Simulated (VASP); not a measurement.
Input of a VASP 6.6.1 run:

File INCAR:

```
ALGO = Normal
EDIFF = 1E-6
EDIFFG = -0.01
ENCUT = 600
GGA = PS
IBRION = 2
ISIF = 8
ISMEAR = 1
LASPH = True
LCHARG = False
LREAL = False
LWAVE = False
NELM = 60
NSW = 60
PREC = Accurate
SIGMA = 0.05
```

Contents of KPOINTS:

```
k-points
0
Gamma
  7 7 7
```

POSCAR

```
Al
1.0
    0.0000000000      2.0248100000      2.0248100000
    2.0248100000      0.0000000000      2.0248100000
    2.0248100000      2.0248100000      0.0000000000
Al
1
Direct
    0.0000000000      0.0000000000      0.0000000000
```

Potentials or basis: VASP PAW PBE potentials, release 64 (Al).

Command:

```console
$ cat potpaw_PBE.64/Al/POTCAR > POTCAR
$ mpirun -np 1 vasp_std > vasp.out
```

**Question.** What does it give for the relaxed volume?

**Answer.** 16.07 Å³/atom.

**Question.** Predict the space group after relaxing (to 0.05 Å).

**Answer.** Fm-3m (No. 225).

Final structure:
```xyz
1
Lattice="0.0000 2.0029 2.0029 2.0029 0.0000 2.0029 2.0029 2.0029 0.0000" Properties=species:S:1:pos:R:3 pbc="T T T"
Al    0.0000    0.0000    0.0000
```

Caveat: the k points lie up to 0.39 Å⁻¹ apart in the final cell; the PAW data sets were made with another functional, which shifts forces and pressure a little.
